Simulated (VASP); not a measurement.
# Cd (P6_3/mmc) in VASP: a series of runs

Runs on Cd. Level: LDA. Tasks: single point.

All numbers are computed with VASP 6.6.1; they aren't measurements. Logs are shortened: lines on timing, memory, paths and dates and some standing lists are left out, and cuts for length are marked.

**1. The cell of the first run**

The structure is hexagonal, space group P6_3/mmc (No. 194). Conventional cell: a = 2.920 Å, b = 2.920 Å, c = 5.713 Å, α = 90.00°, β = 90.00°, γ = 120.00°. Within 3.8 Å of Cd (site symmetry -6m2) lie 12 Cd at 2.92 to 3.32 Å.

**2. Single point, LDA (21.09 Å³/atom)**

Input file INCAR:

```
PREC = Accurate ; ENCUT = 520
EDIFF = 1E-6 ; ISMEAR = -1
SIGMA = 0.1 ; LREAL = F
LASPH = T ; NELM = 60
ALGO = Normal ; ISIF = 2
LWAVE = F ; LCHARG = T
LELF = T ; LVHAR = T
NBANDS = 19
```

Input file KPOINTS:

```
regular mesh
0
Gamma
  21 21 9
```

Input file POSCAR:

```
Cd
1.0
    2.9197877880      0.0000000000      0.0000000000
   -1.4598938940      2.5286103981      0.0000000000
    0.0000000000      0.0000000000      5.7125683469
Cd
2
Direct
    0.3333333333      0.6666666667      0.2500000000
    0.6666666667      0.3333333333      0.7500000000
```

Potentials or basis: VASP PAW LDA potentials, release 64 (Cd).

Started as:

```
cat potpaw_LDA.64/Cd/POTCAR > POTCAR
mpirun -np 1 vasp_std > vasp.out
```

OUTCAR:

```text
PREC = Accurate
   ENCUT = 520
   EDIFF = 1E-6
   ISMEAR = -1
   LREAL = F
   LASPH = T
   NELM = 60
   ISIF = 2

 ion  position               nearest neighbor table
   1  0.333  0.667  0.250-   2 3.32   2 3.32   2 3.32   2 3.32   2 3.32   2 3.32
   2  0.667  0.333  0.750-   1 3.32   1 3.32   1 3.32   1 3.32   1 3.32   1 3.32

  LATTYP: Found a hexagonal cell.
 ALAT       =     2.9197877880
 C/A-ratio  =     1.9565012123

  Lattice vectors:

 A1 = (   2.9197877880,   0.0000000000,   0.0000000000)
 A2 = (  -1.4598938940,   2.5286103981,   0.0000000000)
 A3 = (   0.0000000000,   0.0000000000,   5.7125683469)

Analysis of symmetry for initial positions (statically):
=====================================================================
 Subroutine PRICEL returns:
 Original cell was already a primitive cell.

 Routine SETGRP: Setting up the symmetry group for a
 hexagonal supercell.

 Subroutine GETGRP returns: Found 24 space group operations
 (whereof 12 operations were pure point group operations)
 out of a pool of 24 trial point group operations.

The static configuration has the point symmetry D_3d.
 The point group associated with its full space group is D_6h.

Analysis of symmetry for dynamics (positions and initial velocities):
=====================================================================
 Subroutine PRICEL returns:
 Original cell was already a primitive cell.

 Routine SETGRP: Setting up the symmetry group for a
 hexagonal supercell.

 Subroutine GETGRP returns: Found 24 space group operations
 (whereof 12 operations were pure point group operations)
 out of a pool of 24 trial point group operations.

The dynamic configuration has the point symmetry D_3d.
 The point group associated with its full space group is D_6h.

 Subroutine INISYM returns: Found 24 space group operations
 (whereof 12 operations are pure point group operations),
 and found     1 'primitive' translations

----------------------------------------------------------------------------------------

                                     Primitive cell

  volume of cell :      42.1759

  direct lattice vectors                    reciprocal lattice vectors
     2.919787788  0.000000000  0.000000000     0.342490644  0.197737066  0.000000000
    -1.459893894  2.528610398  0.000000000     0.000000000  0.395474131  0.000000000
     0.000000000  0.000000000  5.712568347     0.000000000  0.000000000  0.175052610

  length of vectors
     2.919787788  2.919787788  5.712568347     0.395474131  0.395474131  0.175052610

  position of ions in fractional coordinates (direct lattice)
     0.333333333  0.666666667  0.250000000
     0.666666667  0.333333333  0.750000000

  ion indices of the primitive-cell ions
   primitive index   ion index
                 1           1
                 2           2

----------------------------------------------------------------------------------------

 KPOINTS: regular mesh

Automatic generation of k-mesh.
 Grid dimensions read from file:
 generate k-points for:   21   21    9

 Generating k-lattice:

  Cartesian coordinates                     Fractional coordinates (reciprocal lattice)
     0.016309078  0.009416051  0.000000000     0.047619048  0.000000000  0.000000000
     0.000000000  0.018832101  0.000000000     0.000000000  0.047619048  0.000000000
     0.000000000  0.000000000  0.019450290     0.000000000  0.000000000  0.111111111

  Length of vectors
     0.018832101  0.018832101  0.019450290

  Shift w.r.t. Gamma in fractional coordinates (k-lattice)
     0.000000000  0.000000000  0.000000000

 Subroutine IBZKPT returns following result:
 ===========================================

 Found    240 irreducible k-points:

 Following reciprocal coordinates:
            Coordinates               Weight
  0.000000  0.000000  0.000000      1.000000
  0.047619 -0.000000  0.000000      6.000000
  0.095238  0.000000  0.000000      6.000000
  0.142857 -0.000000  0.000000      6.000000
  0.190476  0.000000  0.000000      6.000000
  0.238095 -0.000000  0.000000      6.000000
[... 16 lines left out ...]
  0.142857  0.095238  0.000000     12.000000
  0.190476  0.095238  0.000000     12.000000
 [... further k-points ...]
   k-points           NKPTS =    240   k-points in BZ     NKDIM =    240   number of bands    NBANDS=     19
   number of dos      NEDOS =    301   number of ions     NIONS =      2
   total plane-waves  NPLWV =  24192
   dimension x,y,z NGX =    24 NGY =   24 NGZ =   42
   dimension x,y,z NGXF=    48 NGYF=   48 NGZF=   84
   ions per type =               2
   NGX,Y,Z   is equivalent  to a cutoff of  13.67, 13.67, 12.22 a.u.
   NGXF,Y,Z  is equivalent  to a cutoff of  27.33, 27.33, 24.45 a.u.
 SYSTEM =  unknown system
   PREC   = accura    normal or accurate (medium, high low for compatibility)
   ISTART =      0    job   : 0-new  1-cont  2-samecut
   ICHARG =      2    charge: 1-file 2-atom 10-const
   ISPIN  =      1    spin polarized calculation?
   LNONCOLLINEAR =      F non collinear calculations
   LSORBIT =      F    spin-orbit coupling
   LASPH  =      T    aspherical Exc in radial PAW
   ENCUT  =  520.0 eV  38.22 Ry    6.18 a.u.   5.43  5.43 10.62*2*pi/ulx,y,z
   NELM   =     60;   NELMIN=  2; NELMDL= -5     # of ELM steps
   EDIFF  = 0.1E-05   stopping-criterion for ELM
   LREAL  =      F    real-space projection
   EDIFFG = 0.1E-04   stopping-criterion for IOM
   NSW    =      0    number of steps for IOM
   IBRION =     -1    ionic relax: 0-MD 1-quasi-New 2-CG
   NFREE  =      0    steps in history (QN), initial steepest desc. (CG)
   ISIF   =      2    stress and relaxation
   ISYM   =      2    0-nonsym 1-usesym 2-fastsym
   POTIM  = 0.5000    time-step for ionic-motion
   TEBEG  =    0.0;   TEEND  =   0.0 temperature during run
   PSTRESS=    0.0 pullay stress
   NELECT =      24.0000    total number of electrons
   NUPDOWN=      -1.0000    fix difference up-down
   EMIN   =  10.00;   EMAX   =-10.00  energy-range for DOS
   EFERMI =   0.00;   METHOD = LEGACY
   ISMEAR =    -1;   SIGMA  =   0.10  broadening in eV -4-tet -1-fermi 0-gaus
   EFERMI_NEDOS =   21; number of points for ismear=-14 and -15
   IALGO  =     38    algorithm
   IMIX   =      4    mixing-type and parameters
     AMIX     =   0.40;   BMIX     =  1.00
     AMIX_MAG =   1.60;   BMIX_MAG =  1.00
  volume/ion in A,a.u.               =      21.09       142.31
  Fermi-wavevector in a.u.,A,eV,Ry     =   1.356616  2.563633 25.040269  1.840408
  Thomas-Fermi vector in A             =   2.483604
   LORBIT       =      0    0 simple, 1 ext, 2 COOP (PROOUT), +10 PAW based schemes
   GGA     = CA    functional components
   LHFCALC =     F    Hartree Fock is set to
   AEXX    =    0.0000 exact exchange contribution
   IVDW    =     0    specifies the selected vdW correction
   LEPSILON=     F    determine dielectric tensor
   LRPA    =     F    only Hartree local field effects (RPA)
 non-spin polarized calculation
  energy-cutoff  :      520.00
  volume of cell :       42.18
 maximum number of plane-waves:      1168
 NGX is ok and might be reduce to    24
   NGX = 11   NGY = 11   NGZ = 21

 number of electron      23.9999995 magnetization

 Free energy of the ion-electron system (eV)
  ---------------------------------------------------
  ext. energy  EPLUGINS =         0.00000000
  ---------------------------------------------------
  free energy    TOTEN  =        -3.03568057 eV

  energy without entropy =       -3.02070905  energy(sigma->0) =       -3.02819481

 E-fermi :   2.8571     XC(G=0): -11.4836

 val. band max:        2.8399528542   @ k =   0.2381   0.0476   0.1111
 cond. band min:       2.9209186828   @ k =   0.2857   0.0476   0.0000
 fundamental gap:      0.0809658286
 Fermi energy:         2.8571497312

 k-point     1 :       0.0000    0.0000    0.0000
  band No.  band energies     occupation
      1      -7.1299      2.00000
      2      -6.9069      2.00000
      3      -6.4040      2.00000
      4      -6.4040      2.00000
      5      -6.3589      2.00000
      6      -6.3589      2.00000
[... 11 lines left out ...]
     18      18.5655      0.00000
     19      19.0781      0.00000

 k-point     2 :       0.0476   -0.0000    0.0000
  band No.  band energies     occupation
      1      -7.1013      2.00000
      2      -6.8744      2.00000
      3      -6.4154      2.00000
      4      -6.3802      2.00000
      5      -6.3692      2.00000
      6      -6.3357      2.00000
[... 11 lines left out ...]
     18      17.9861      0.00000
     19      19.3906      0.00000

 k-point     3 :       0.0952    0.0000    0.0000
  band No.  band energies     occupation
      1      -7.0237      2.00000
      2      -6.7946      2.00000
      3      -6.4449      2.00000
      4      -6.3946      2.00000
      5      -6.3100      2.00000
      6      -6.2675      2.00000
[... 11 lines left out ...]
     18      17.6097      0.00000
     19      19.4852      0.00000

 k-point     4 :       0.1429   -0.0000    0.0000
  band No.  band energies     occupation
      1      -6.9304      2.00000
      2      -6.7125      2.00000
      3      -6.4892      2.00000
      4      -6.3939      2.00000
      5      -6.1983      2.00000
      6      -6.1589      2.00000
[... 11 lines left out ...]
     18      17.3217      0.00000
     19      18.1778      0.00000

 k-point     5 :       0.1905    0.0000    0.0000
  band No.  band energies     occupation
      1      -6.8940      2.00000
      2      -6.6795      2.00000
      3      -6.4985      2.00000
      4      -6.3217      2.00000
      5      -6.1201      2.00000
      6      -6.0529      2.00000
[... 11 lines left out ...]
     18      16.6164      0.00000
     19      17.1095      0.00000

 k-point     6 :       0.2381   -0.0000    0.0000
  band No.  band energies     occupation
      1      -6.9394      2.00000
      2      -6.7420      2.00000
      3      -6.3999      2.00000
      4      -6.2943      2.00000
      5      -6.1906      2.00000
      6      -6.0186      2.00000
[... 11 lines left out ...]
     18      15.5538      0.00000
     19      16.8967      0.00000

 k-point     7 :       0.2857    0.0000    0.0000
  band No.  band energies     occupation
      1      -7.0207      2.00000
      2      -6.8360      2.00000
      3      -6.4597      2.00000
      4      -6.2791      2.00000
      5      -6.1210      2.00000
      6      -6.0291      2.00000
[... 11 lines left out ...]
     18      15.7846      0.00000
     19      16.7157      0.00000

 k-point     8 :       0.3333   -0.0000    0.0000
  band No.  band energies     occupation
      1      -7.1071      2.00000
      2      -6.9284      2.00000
      3      -6.6024      2.00000
      4      -6.2125      2.00000
      5      -6.1725      2.00000
      6      -5.9951      2.00000
[... 256 lines left out ...]
 k-point    20 :       0.4286    0.0476    0.0000
  band No.  band energies     occupation
      1      -7.2289      2.00000
      2      -7.0524      2.00000
      3      -6.8090      2.00000
      4      -6.3545      2.00000
      5      -6.0672      2.00000
      6      -6.0046      2.00000
[... 11 lines left out ...]
     18      15.5890      0.00000
     19      16.5087      0.00000

 k-point    21 :       0.4762    0.0476    0.0000
  band No.  band energies     occupation
      1      -7.2435      2.00000
      2      -7.0671      2.00000
      3      -6.8281      2.00000
      4      -6.3674      2.00000
      5      -6.0739      2.00000
      6      -5.9877      2.00000
[... 11 lines left out ...]
     18      15.4953      0.00000
     19      16.4513      0.00000

 k-point    22 :       0.0952    0.0952    0.0000
  band No.  band energies     occupation
      1      -6.8566      2.00000
      2      -6.6643      2.00000
      3      -6.4953      2.00000
      4      -6.4560      2.00000
      5      -6.1484      2.00000
      6      -6.1064      2.00000
[... 11 lines left out ...]
     18      17.9861      0.00000
     19      18.2596      0.00000

 k-point    23 :       0.1429    0.0952    0.0000
  band No.  band energies     occupation
      1      -6.7880      2.00000
      2      -6.6111      2.00000
      3      -6.5472      2.00000
      4      -6.4120      2.00000
      5      -6.1430      2.00000
      6      -6.0534      2.00000
[... 11 lines left out ...]
     18      16.7149      0.00000
     19      17.0602      0.00000

 k-point    24 :       0.1905    0.0952    0.0000
  band No.  band energies     occupation
      1      -6.8317      2.00000
      2      -6.6371      2.00000
      3      -6.4874      2.00000
      4      -6.3086      2.00000
      5      -6.2832      2.00000
      6      -6.1083      2.00000
[... 11 lines left out ...]
     18      15.6371      0.00000
     19      16.4736      0.00000

 [... further k-points ...]

------------------------ aborting loop because EDIFF is reached ----------------------------------------

  FORCE on cell =-STRESS in cart. coord.  units (eV):
  Direction    XX          YY          ZZ          XY          YZ          ZX
  --------------------------------------------------------------------------------------
  -------------------------------------------------------------------------------------
  Total       -0.4631715     -0.4631715     -0.5938966      0.0000000      0.0000000      0.0000000
  in kB      -17.5949392    -17.5949392    -22.5609198      0.0000000      0.0000000      0.0000000
  external PRESSURE =     -19.2502661 kB  Pullay stress =       0.0000000 kB

 VOLUME and BASIS-vectors are now :
 -----------------------------------------------------------------------------
  energy-cutoff  :      520.00
  volume of cell :       42.18
      direct lattice vectors                 reciprocal lattice vectors
     2.919787788  0.000000000  0.000000000     0.342490644  0.197737066  0.000000000
    -1.459893894  2.528610398  0.000000000     0.000000000  0.395474131  0.000000000
     0.000000000  0.000000000  5.712568347     0.000000000  0.000000000  0.175052610

 POSITION                                       TOTAL-FORCE (eV/Angst)
 -----------------------------------------------------------------------------------
     -0.00000      1.68574      1.42814         0.000000     -0.000000      0.000000
      1.45989      0.84287      4.28443        -0.000000      0.000000      0.000000
 -----------------------------------------------------------------------------------
    total drift:                               -0.000000      0.000000      0.000000

  FREE ENERGIE OF THE ION-ELECTRON SYSTEM (eV)
  ---------------------------------------------------
  free  energy   TOTEN  =        -3.0356805683 eV

  energy  without entropy=       -3.0207090482  energy(sigma->0) =       -3.02819481
```

It took 2.1 min on 1 thread of Intel Xeon 8259CL, shared host; peak memory 0.26 GiB.

What came out:

| Quantity | Value |
| --- | --- |
| Free energy | -3.0357 eV |
| Pressure | -1.9 GPa |
| Band gap on the k mesh | zero (bands 12 and 13 overlap by 4.82 eV) |

Levels at points of the mesh, in eV from the Fermi level:
| k point | band 8 | band 9 | band 10 | band 11 | band 12 | band 13 | band 14 | band 15 | band 16 | band 17 |
| --- | --- | --- | --- | --- | --- | --- | --- | --- | --- | --- |
| (0.00, 0.00, 0.00) | -8.62 | -8.62 | -8.40 | -8.40 | -3.40 | -3.22 | 9.73 | 14.33 | 15.03 | 15.71 |

**3. Single point, LDA (21.90 Å³/atom)**

This run uses another cell than the first one, of 21.90 Å³/atom.

Input file INCAR:

```
SYSTEM = Cd
ALGO = Normal ; EDIFF = 1E-6
ENCUT = 520 ; ISIF = 2
ISMEAR = -1 ; LASPH = .True.
LCHARG = .True. ; LELF = .True.
LREAL = .False. ; LVHAR = .True.
LWAVE = .False. ; NBANDS = 19
NELM = 80 ; PREC = Accurate
SIGMA = 0.1
```

Input file KPOINTS:

```
k-points
0
Gamma
  21 21 9
  0 0 0
```

Input file POSCAR:

```
Cd
1.0
    2.9567510510      0.0000000000      0.0000000000
   -1.4783755255      2.5606215229      0.0000000000
    0.0000000000      0.0000000000      5.7848870159
Cd
2
Direct
    0.3333333333      0.6666666667      0.2500000000
    0.6666666667      0.3333333333      0.7500000000
```

Potentials or basis: VASP PAW LDA potentials, release 64 (Cd).

Started as:

```
cat potpaw_LDA.64/Cd/POTCAR > POTCAR
mpirun -np 1 vasp_std > vasp.out
```

Run time: 2.5 min. Hardware: 1 thread of Intel Xeon 8259CL, shared host; peak memory 0.27 GiB.

It converged, with:

```yaml
Free_energy: -3.0054 eV
Pressure: -4.0 GPa
Band_gap_on_the_k_mesh: zero (bands 12 and 13 overlap by 4.57 eV)
```

Stress tensor (GPa, compression positive):
```
-4.22  0.00  0.00
 0.00 -4.22  0.00
 0.00  0.00 -3.50
```

Levels at points of the mesh, in eV from the Fermi level:
| k point | band 8 | band 9 | band 10 | band 11 | band 12 | band 13 | band 14 | band 15 | band 16 | band 17 |
| --- | --- | --- | --- | --- | --- | --- | --- | --- | --- | --- |
| (0.00, 0.00, 0.00) | -8.57 | -8.57 | -8.37 | -8.37 | -3.42 | -3.04 | 9.52 | 13.97 | 14.86 | 15.27 |

Caveat: the cell stands under tension.
